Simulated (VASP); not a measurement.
**BP: relaxation of cell and atoms with LDA**

The system is BP.

```
CELL_PARAMETERS angstrom
0.00000 2.24523 2.24523
2.24523 0.00000 2.24523
2.24523 2.24523 0.00000
ATOMIC_POSITIONS crystal
B 0.00000 0.00000 0.00000
P 0.75000 0.75000 0.75000
```

```json
{
 "Program": "VASP 6.6.1",
 "Task": "relaxation of cell and atoms",
 "Functional": "LDA",
 "Potentials or basis": "VASP PAW LDA potentials, release 64 (B, P)",
 "Cutoff": "600 eV",
 "k mesh": "10 × 10 × 10",
 "Occupations": "gaussian, width 0.01 eV",
 "Spin": "no spin polarisation",
 "Target pressure": "25 GPa",
 "Dipole correction": "no",
 "Further INCAR settings": "ALGO = Normal; EDIFF = 1e-07; IBRION = 2; EDIFFG = -0.001; NSW = 80; ISIF = 3"
}
```

| Item | Value |
| --- | --- |
| Relaxed volume | 10.08 Å³/atom |
| Relaxed cell | a = 3.055 Å, b = 3.055 Å, c = 3.055 Å, α = 60.00°, β = 60.00°, γ = 60.00° |
| Space group after relaxing (to 0.05 Å) | F-43m (No. 216) |
| Energy change on relaxing (the enthalpy is what falls) | +87.6 meV/atom |
| Ionic steps | 7 |
| Pressure after relaxing | 25.0 GPa |
| Band gap on the k mesh | 1.01 eV, indirect (least direct gap 3.66 eV) |

The path:
```
step  energy change (eV)  largest force (eV/Å)  pressure (GPa)  volume (Å³)
   1              0.0000                0.0000           -0.11        22.64
   2              1.0344                0.0000           76.78        17.31
   3              0.1617                0.0000           23.86        20.25
   4              0.1736                0.0000           24.86        20.18
   5              0.1810                0.0000           25.48        20.13
   6              0.1687                0.0000           24.46        20.21
   7              0.1752                0.0000           25.00        20.17
```

Final structure:
```yaml
crystal:
  lattice:
    - [0.00000, 2.16037, 2.16037]
    - [2.16037, 0.00000, 2.16037]
    - [2.16037, 2.16037, 0.00000]
  atoms:
    - { symbol: B, position: [0.00000, 0.00000, 0.00000] }
    - { symbol: P, position: [0.75000, 0.75000, 0.75000] }
```

Levels at points of the mesh, in eV from the valence-band top:
| k point | band 1 | band 2 | band 3 | band 4 | band 5 | band 6 | band 7 | band 8 |
| --- | --- | --- | --- | --- | --- | --- | --- | --- |
| (0.00, 0.00, 0.00) | -16.74 | 0.00 | 0.00 | 0.00 | 3.66 | 3.66 | 3.66 | 9.70 |
| (0.50, 0.00, 0.00) | -12.82 | -10.10 | -1.91 | -1.91 | 4.72 | 4.79 | 4.79 | 10.46 |
| (0.50, 0.50, 0.00) | -11.12 | -9.25 | -4.63 | -4.63 | 1.02 | 1.45 | 13.42 | 13.42 |

Run time: 55 s on 1 thread of Intel(R) Xeon(R) Platinum 8175M CPU @ 2.50GHz (Skylake/Cascade Lake), on a shared host, peak memory 0.14 GiB.

Caveat: the cell is relaxed towards a set pressure, so the enthalpy falls and the energy may rise. As with any semilocal functional, this LDA gap is likely too small.
